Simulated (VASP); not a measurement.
# Zn16Si11Ge5P32 (P1) in VASP: single point with PBEsol

Aim: the single point of Zn16Si11Ge5P32 with PBEsol.

All numbers are computed with VASP 6.6.1; they aren't measurements. Logs are shortened: lines on timing, memory, paths and dates and some standing lists are left out, and cuts for length are marked.

### 1 The cell of the first run

The typed cell holds 64 atoms: a = 10.749 Å, b = 10.749 Å, c = 10.527 Å, α = 90.00°, β = 90.00°, γ = 90.00°.

### 2 Single point, PBEsol

INCAR reads:

```
SYSTEM = Zn16Si11Ge5P32
ALGO = Normal
EDIFF = 1E-6
ENCUT = 520
GGA = PS
ISIF = 2
ISMEAR = -1
ISYM = 0
LASPH = .TRUE.
LCHARG = .FALSE.
LREAL = Auto
LWAVE = .FALSE.
NBANDS = 271
NELM = 80
PREC = Accurate
SIGMA = 0.05
```

KPOINTS reads:

```
Automatic mesh
0
Gamma
  1 1 1
  0.25 0.25 0.25
```

POSCAR reads:

```
Zn16Si11Ge5P32
1.0
   10.7491560000     -0.0000640000     -0.0000190000
   -0.0000640000     10.7491560000     -0.0000190000
   -0.0000190000     -0.0000190000     10.5268190000
Zn Si Ge P
16 11 5 32
Direct
    0.9997950000      0.9980140000      0.9991620000
    0.0012510000      0.5022130000      0.9973370000
    0.5020690000      0.9970370000      0.9976450000
    0.5004610000      0.5008680000      0.0016070000
    0.0009850000      0.2499750000      0.2462090000
    0.9971950000      0.7469110000      0.2506490000
    0.4977990000      0.2499800000      0.2490430000
    0.5018680000      0.7485920000      0.2463750000
    0.2528030000      0.0015200000      0.7521600000
    0.2521000000      0.4963510000      0.7506380000
    0.7503300000      0.0015330000      0.7533230000
    0.7520890000      0.5030980000      0.7508270000
    0.2485870000      0.2498550000      0.4974890000
    0.2504430000      0.7488590000      0.5054460000
    0.7491360000      0.2493200000      0.5020490000
    0.7513270000      0.7474530000      0.4980280000
    0.9994670000      0.0010090000      0.4995060000
    0.5029100000      0.5007290000      0.4989370000
    0.2543270000      0.4985080000      0.2494260000
    0.7495350000      0.0011970000      0.2527450000
    0.7477120000      0.4980450000      0.2523590000
    0.2456650000      0.7475190000      0.9991870000
    0.7493050000      0.2488080000      0.0010730000
    0.7495200000      0.7483600000      0.9967790000
    0.0002210000      0.2468900000      0.7538580000
    0.4995340000      0.2524890000      0.7511950000
    0.4965930000      0.7526340000      0.7458420000
    0.0005910000      0.4990320000      0.5018660000
    0.5000630000      0.9989120000      0.4995400000
    0.2476350000      0.9973890000      0.2503630000
    0.2491860000      0.2493920000      0.9999600000
    0.0002260000      0.7507760000      0.7530830000
    0.1299960000      0.1269250000      0.1245510000
    0.1282680000      0.6273560000      0.1255320000
    0.6328820000      0.1275680000      0.1245050000
    0.6278400000      0.6216210000      0.1237690000
    0.1176390000      0.1228040000      0.6250940000
    0.1189800000      0.6249510000      0.6240660000
    0.6212210000      0.1248020000      0.6240040000
    0.6203560000      0.6219970000      0.6264410000
    0.3705530000      0.3750080000      0.1249770000
    0.3714150000      0.8738130000      0.1262230000
    0.8699940000      0.3750070000      0.1231440000
    0.8711340000      0.8719520000      0.1274250000
    0.3761230000      0.1184630000      0.3756240000
    0.3743660000      0.6214750000      0.3740480000
    0.8728120000      0.1180590000      0.3749720000
    0.8761330000      0.6189970000      0.3745040000
    0.1243410000      0.3804290000      0.3753440000
    0.1240660000      0.8822700000      0.3712130000
    0.6269550000      0.3809940000      0.3728770000
    0.6233170000      0.8795600000      0.3792940000
    0.1252100000      0.3720610000      0.8777920000
    0.1254840000      0.8676510000      0.8782560000
    0.6254660000      0.3704540000      0.8750710000
    0.6266460000      0.8690440000      0.8792650000
    0.3805350000      0.3739870000      0.6275310000
    0.3791590000      0.8748980000      0.6272740000
    0.8783900000      0.3726210000      0.6258100000
    0.8791050000      0.8739500000      0.6225890000
    0.3720250000      0.1326080000      0.8744320000
    0.3702260000      0.6339300000      0.8790300000
    0.8719370000      0.1296620000      0.8731790000
    0.8716300000      0.6317370000      0.8760610000
```

Potentials or basis: VASP PAW PBE potentials, release 64 (Zn, Si, Ge_d, P).

The run is started by

```bash
$ cat potpaw_PBE.64/Zn/POTCAR potpaw_PBE.64/Si/POTCAR potpaw_PBE.64/Ge_d/POTCAR potpaw_PBE.64/P/POTCAR > POTCAR
$ mpirun -np 1 vasp_std > vasp.out
```

OUTCAR:

```text
SYSTEM = Zn16Si11Ge5P32
   EDIFF = 1E-6
   ENCUT = 520
   GGA = PS
   ISIF = 2
   ISMEAR = -1
   ISYM = 0
   LASPH = .TRUE.
   LREAL = Auto
   NELM = 80
   PREC = Accurate

 ion  position               nearest neighbor table
   1  1.000  0.998  0.999-  54 2.33  44 2.36  33 2.37  63 2.38
   2  0.001  0.502  0.997-  53 2.31  34 2.34  64 2.35  43 2.37
   3  0.502  0.997  0.998-  56 2.29  42 2.36  35 2.39  61 2.40
   4  0.500  0.501  0.002-  36 2.28  41 2.34  55 2.35  62 2.38
   5  0.001  0.250  0.246-  33 2.30  43 2.34  49 2.36  47 2.40
   6  0.997  0.747  0.251-  48 2.30  44 2.31  34 2.32  50 2.36
[... 56 lines left out ...]
  63  0.872  0.130  0.873-  25 2.25  23 2.28  11 2.28   1 2.38
  64  0.872  0.632  0.876-  24 2.22  32 2.29  12 2.30   2 2.35

IMPORTANT INFORMATION: All symmetrisations will be switched off!
NOSYMM: (Re-)initialisation of all symmetry stuff for point group C_1.

----------------------------------------------------------------------------------------

                                     Primitive cell

  volume of cell :    1216.3145

  direct lattice vectors                    reciprocal lattice vectors
    10.749156000 -0.000064000 -0.000019000     0.093030560  0.000000554  0.000000168
    -0.000064000 10.749156000 -0.000019000     0.000000554  0.093030560  0.000000168
    -0.000019000 -0.000019000 10.526819000     0.000000168  0.000000168  0.094995459

  length of vectors
    10.749156000 10.749156000 10.526819000     0.093030560  0.093030560  0.094995459

  position of ions in fractional coordinates (direct lattice)
     0.999795000  0.998014000  0.999162000
     0.001251000  0.502213000  0.997337000
     0.502069000  0.997037000  0.997645000
     0.500461000  0.500868000  0.001607000
     0.000985000  0.249975000  0.246209000
     0.997195000  0.746911000  0.250649000
[... 56 lines left out ...]
     0.871937000  0.129662000  0.873179000
     0.871630000  0.631737000  0.876061000

  ion indices of the primitive-cell ions
   primitive index   ion index
                 1           1
                 2           2
                 3           3
                 4           4
                 5           5
                 6           6
[... 56 lines left out ...]
                63          63
                64          64

----------------------------------------------------------------------------------------

 KPOINTS: Automatic mesh

Automatic generation of k-mesh.
 Grid dimensions read from file:
 generate k-points for:    1    1    1

 Generating k-lattice:

  Cartesian coordinates                     Fractional coordinates (reciprocal lattice)
     0.093030560  0.000000554  0.000000168     1.000000000 -0.000000000  0.000000000
     0.000000554  0.093030560  0.000000168    -0.000000000  1.000000000  0.000000000
     0.000000168  0.000000168  0.094995459    -0.000000000 -0.000000000  1.000000000

  Length of vectors
     0.093030560  0.093030560  0.094995459

  Shift w.r.t. Gamma in fractional coordinates (k-lattice)
     0.250000000  0.250000000  0.250000000

 Subroutine IBZKPT returns following result:
 ===========================================

 Found      2 irreducible k-points:

 Following reciprocal coordinates:
            Coordinates               Weight
  0.250000  0.250000  0.250000      2.000000
 -0.250000 -0.250000  0.250000      2.000000
   k-points           NKPTS =      2   k-points in BZ     NKDIM =      2   number of bands    NBANDS=    271
   number of dos      NEDOS =    301   number of ions     NIONS =     64
   total plane-waves  NPLWV = 512000
   dimension x,y,z NGX =    80 NGY =   80 NGZ =   80
   dimension x,y,z NGXF=   160 NGYF=  160 NGZF=  160
   ions per type =              16  11   5  32
   NGX,Y,Z   is equivalent  to a cutoff of  12.37, 12.37, 12.63 a.u.
   NGXF,Y,Z  is equivalent  to a cutoff of  24.75, 24.75, 25.27 a.u.
 SYSTEM =  Zn16Si11Ge5P32
   PREC   = accura    normal or accurate (medium, high low for compatibility)
   ISTART =      0    job   : 0-new  1-cont  2-samecut
   ICHARG =      2    charge: 1-file 2-atom 10-const
   ISPIN  =      1    spin polarized calculation?
   LNONCOLLINEAR =      F non collinear calculations
   LSORBIT =      F    spin-orbit coupling
   LASPH  =      T    aspherical Exc in radial PAW
   ENCUT  =  520.0 eV  38.22 Ry    6.18 a.u.  19.99 19.99 19.57*2*pi/ulx,y,z
   NELM   =     80;   NELMIN=  2; NELMDL= -5     # of ELM steps
   EDIFF  = 0.1E-05   stopping-criterion for ELM
   LREAL  =      T    real-space projection
   EDIFFG = 0.1E-04   stopping-criterion for IOM
   NSW    =      0    number of steps for IOM
   IBRION =     -1    ionic relax: 0-MD 1-quasi-New 2-CG
   NFREE  =      0    steps in history (QN), initial steepest desc. (CG)
   ISIF   =      2    stress and relaxation
   ISYM   =      0    0-nonsym 1-usesym 2-fastsym
   POTIM  = 0.5000    time-step for ionic-motion
   TEBEG  =    0.0;   TEEND  =   0.0 temperature during run
   PSTRESS=    0.0 pullay stress
   NELECT =     466.0000    total number of electrons
   NUPDOWN=      -1.0000    fix difference up-down
   EMIN   =  10.00;   EMAX   =-10.00  energy-range for DOS
   EFERMI =   0.00;   METHOD = LEGACY
   ISMEAR =    -1;   SIGMA  =   0.05  broadening in eV -4-tet -1-fermi 0-gaus
   EFERMI_NEDOS =   21; number of points for ismear=-14 and -15
   IALGO  =     38    algorithm
   IMIX   =      4    mixing-type and parameters
     AMIX     =   0.40;   BMIX     =  1.00
     AMIX_MAG =   1.60;   BMIX_MAG =  1.00
  volume/ion in A,a.u.               =      19.00       128.25
  Fermi-wavevector in a.u.,A,eV,Ry     =   1.189017  2.246917 19.235402  1.413762
  Thomas-Fermi vector in A             =   2.325134
   LORBIT       =      0    0 simple, 1 ext, 2 COOP (PROOUT), +10 PAW based schemes
   GGA     = PS    functional components
   LHFCALC =     F    Hartree Fock is set to
   AEXX    =    0.0000 exact exchange contribution
   IVDW    =     0    specifies the selected vdW correction
   LEPSILON=     F    determine dielectric tensor
   LRPA    =     F    only Hartree local field effects (RPA)
 non-spin polarized calculation
  energy-cutoff  :      520.00
  volume of cell :     1216.31
 maximum number of plane-waves:     32754
   NGX = 39   NGY = 39   NGZ = 39

 number of electron     465.9999950 magnetization

 Free energy of the ion-electron system (eV)
  ---------------------------------------------------
  ext. energy  EPLUGINS =         0.00000000
  ---------------------------------------------------
  free energy    TOTEN  =      -314.63993271 eV

  energy without entropy =     -314.63993255  energy(sigma->0) =     -314.63993263

 E-fermi :   5.2334     XC(G=0): -10.0499

 val. band max:        4.3850072551   @ k =  -0.2500  -0.2500   0.2500
 cond. band min:       6.1016614656   @ k =  -0.2500  -0.2500   0.2500
 fundamental gap:      1.7166542106
 Fermi energy:         5.2334016487

 k-point     1 :       0.2500    0.2500    0.2500
  band No.  band energies     occupation
      1     -20.1419      2.00000
      2     -20.1396      2.00000
      3     -20.1367      2.00000
      4     -20.1255      2.00000
      5     -20.1208      2.00000
      6     -20.1190      2.00000
[... 237 lines left out ...]
    244       6.8970      0.00000
    245       6.9467      0.00000

 k-point     2 :      -0.2500   -0.2500    0.2500
  band No.  band energies     occupation
      1     -20.1419      2.00000
      2     -20.1396      2.00000
      3     -20.1367      2.00000
      4     -20.1255      2.00000
      5     -20.1208      2.00000
      6     -20.1190      2.00000
[... 237 lines left out ...]
    244       6.9022      0.00000
    245       6.9310      0.00000
 [bands above 245 left out]

------------------------ aborting loop because EDIFF is reached ----------------------------------------

  FORCE on cell =-STRESS in cart. coord.  units (eV):
  Direction    XX          YY          ZZ          XY          YZ          ZX
  --------------------------------------------------------------------------------------
  -------------------------------------------------------------------------------------
  Total        2.2869829      3.1729586      2.2481552     -6.9388689      0.9563275     -1.4310211
  in kB        3.0125039      4.1795459      2.9613586     -9.1401511      1.2597122     -1.8849974
  external PRESSURE =       3.3844695 kB  Pullay stress =       0.0000000 kB

 VOLUME and BASIS-vectors are now :
 -----------------------------------------------------------------------------
  energy-cutoff  :      520.00
  volume of cell :     1216.31
      direct lattice vectors                 reciprocal lattice vectors
    10.749156000 -0.000064000 -0.000019000     0.093030560  0.000000554  0.000000168
    -0.000064000 10.749156000 -0.000019000     0.000000554  0.093030560  0.000000168
    -0.000019000 -0.000019000 10.526819000     0.000000168  0.000000168  0.094995459

 POSITION                                       TOTAL-FORCE (eV/Angst)
 -----------------------------------------------------------------------------------
     10.74687     10.72773     10.51796        -0.126335      0.182560      0.175042
      0.01340      5.39835     10.49878        -0.253649      0.033581      0.291083
      5.39674     10.71726     10.50200        -0.290416      0.415809      0.317139
      5.37950      5.38388      0.01690        -0.262429     -0.111305     -0.295096
      0.01057      2.68702      2.59179        -0.217197      0.047556      0.330357
     10.71895      8.02859      2.63850         0.211779      0.191104      0.098913
[... 56 lines left out ...]
      9.37256      1.39368      9.19178         0.355867      0.261755      0.506202
      9.36923      6.79057      9.22211         0.150631     -0.380379      0.170749
 -----------------------------------------------------------------------------------
    total drift:                                0.010083      0.009527      0.009546

  FREE ENERGIE OF THE ION-ELECTRON SYSTEM (eV)
  ---------------------------------------------------
  free  energy   TOTEN  =      -314.6399327131 eV

  energy  without entropy=     -314.6399325476  energy(sigma->0) =     -314.63993263
```

Run time: 20 min. Hardware: 1 thread of Intel Xeon Platinum 8375C at 2.90GHz (Ice Lake), shared host; peak memory 1.2 GiB.

What came out:

* Free energy: -314.6399 eV
* Pressure: 0.3 GPa
* Largest force: 1.600 eV/Å
* Band gap on the k mesh: 1.72 eV

Forces on the atoms (eV/Å):
```
Zn  -0.126  0.183  0.175
Zn  -0.254  0.034  0.291
Zn  -0.290  0.416  0.317
Zn  -0.262 -0.111 -0.295
Zn  -0.217  0.048  0.330
Zn   0.212  0.191  0.099
Zn   0.184 -0.068  0.117
Zn  -0.005  0.086  0.310
Zn  -0.396 -0.182 -0.021
Zn  -0.168  0.396  0.038
Zn  -0.154 -0.355 -0.376
Zn  -0.068 -0.392  0.009
Zn   0.115 -0.073  0.256
Zn  -0.181  0.174 -0.452
Zn   0.054  0.038 -0.217
Zn  -0.125 -0.007  0.185
Si  -0.141 -0.315 -0.092
Si  -0.478 -0.162  0.044
Si  -0.712  0.280  0.098
Si  -0.121 -0.510 -0.283
Si   0.567  0.349 -0.600
Si   0.425  0.538  0.721
Si   0.230  0.386 -0.260
Si  -0.064  0.111  1.019
Si  -0.018  0.453 -0.305
Si   0.249 -0.403 -0.106
Si   0.546 -0.558  0.913
Ge  -0.290 -0.104 -0.065
Ge  -0.136  0.220  0.425
Ge   0.621  0.578 -0.384
Ge  -0.004  0.337  0.220
Ge  -0.182 -0.028 -0.474
P   -0.571 -0.481 -0.004
P    0.544 -0.584  0.201
P   -0.194 -0.471  0.200
P    0.829  0.326  0.090
P    0.024  0.176  0.124
P    0.650 -0.080  0.530
P   -0.270  0.418  0.782
P   -0.441  0.517 -0.085
P    0.166  0.272  0.204
P   -0.304 -0.414 -0.825
P   -0.367  0.159  0.090
P   -0.785  0.255 -0.255
P   -0.334  0.607 -0.230
P    0.265 -0.382  0.205
P    0.330  0.209  0.052
P   -0.640 -0.160 -0.369
P    0.600 -0.154 -0.729
P   -0.705 -0.771  1.212
P   -0.426 -0.171  0.437
P    0.772 -0.375 -1.127
P   -0.572 -0.197 -0.805
P    0.379  0.636  0.035
P    0.000 -0.263  0.088
P   -0.344 -0.326 -0.926
P    0.375  0.180 -0.643
P   -0.265  0.006  0.007
P    0.190 -0.278  0.611
P    0.005  0.498 -0.099
P    1.087 -0.368 -0.373
P    0.684 -0.212 -0.710
P    0.356  0.262  0.506
P    0.151 -0.380  0.171
```

Caveat: the PAW data sets were made with another functional, which shifts forces and pressure a little; a shifted mesh leaves out Γ, where band edges can lie. A k mesh can miss the band edges.
